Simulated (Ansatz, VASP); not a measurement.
**Si4C in VASP and in Ansatz**

File INCAR:

```
PREC = Accurate
ENCUT = 520
EDIFF = 1E-7
ISMEAR = 0
SIGMA = 0.1
LREAL = F
LASPH = T
NELM = 80
ALGO = Normal
ISIF = 2
LWAVE = F
LCHARG = F
GGA = PE
NBANDS = 31
```

The input KPOINTS:

```
Automatic mesh
0
Gamma
  6 6 2
```

File POSCAR:

```
Si4C
1.0
    3.5741023900      0.0000000000      0.0000000000
   -1.7870511900      3.0952634600      0.0000000000
    0.0000000000      0.0000000000     13.3055502300
Si C
8 2
Direct
    0.3333333300      0.6666666700      0.8000000000
    0.3333333300      0.6666666700      0.0000000000
    0.3333333300      0.6666666700      0.2000000000
    0.6666666700      0.3333333300      0.7000000000
    0.6666666700      0.3333333300      0.9000000000
    0.6666666700      0.3333333300      0.1000000000
    0.6666666700      0.3333333300      0.3000000000
    0.6666666700      0.3333333300      0.5000000000
    0.3333333300      0.6666666700      0.6000000000
    0.3333333300      0.6666666700      0.4000000000
```

Input for Ansatz:

```yaml
crystal:
  lattice:
    - [3.57410239, 0.0, 0.0]
    - [-1.78705119, 3.09526346, 0.0]
    - [0.0, 0.0, 13.30555023]
  atoms:
    - { symbol: Si, position: [0.33333333, 0.66666667, 0.8] }
    - { symbol: Si, position: [0.33333333, 0.66666667, 0.0] }
    - { symbol: Si, position: [0.33333333, 0.66666667, 0.2] }
    - { symbol: Si, position: [0.66666667, 0.33333333, 0.7] }
    - { symbol: Si, position: [0.66666667, 0.33333333, 0.9] }
    - { symbol: Si, position: [0.66666667, 0.33333333, 0.1] }
    - { symbol: Si, position: [0.66666667, 0.33333333, 0.3] }
    - { symbol: Si, position: [0.66666667, 0.33333333, 0.5] }
    - { symbol: C, position: [0.33333333, 0.66666667, 0.6] }
    - { symbol: C, position: [0.33333333, 0.66666667, 0.4] }
basis:
  ecutwfc: 420
kpoints:
  mp_grid: { grid: [6, 6, 2] }
hamiltonian:
  xc: pbe
scf:
  occupations: { method: gaussian, width: 0.1 }
  lower_state_search: "off"
output:
  forces: true
  stress: true
  eigenvalues: true
```

Alike in both runs: task single point; functional PBE; k mesh 6 × 6 × 2; occupations gaussian, width 0.1 eV; no spin polarisation.

|  | VASP | Ansatz |
| --- | --- | --- |
| version | VASP 6.6.1 | Ansatz 0.2.0 |
| potentials or method | VASP PAW PBE potentials, release 64 (Si, C), cutoff 520 eV | scalar-relativistic, plane waves, PAW |
| valence electrons in the cell | 40 | 40 |

Ansatz gave:

| Item | Value |
| --- | --- |
| gap on the k mesh at the Fermi level (eV) | none |
| pressure (GPa) | -3.5 |
| traceless stress, the component that is largest in VASP (GPa) | 7.17 |
| rms of the force components (eV/Å) | 0.431 |

Task: What did VASP give for the same quantities?

Result: gap on the k mesh at the Fermi level (eV): none; pressure (GPa): -3.6; traceless stress, the component that is largest in VASP (GPa): 7.15; rms of the force components (eV/Å): 0.429.

Atom by atom the forces differ by 0.002 eV/Å (rms over components). A gap of «none» marks a metal or a gap that the smearing closes. The functional is the same, so the differences come from potentials, cutoffs and numerics.
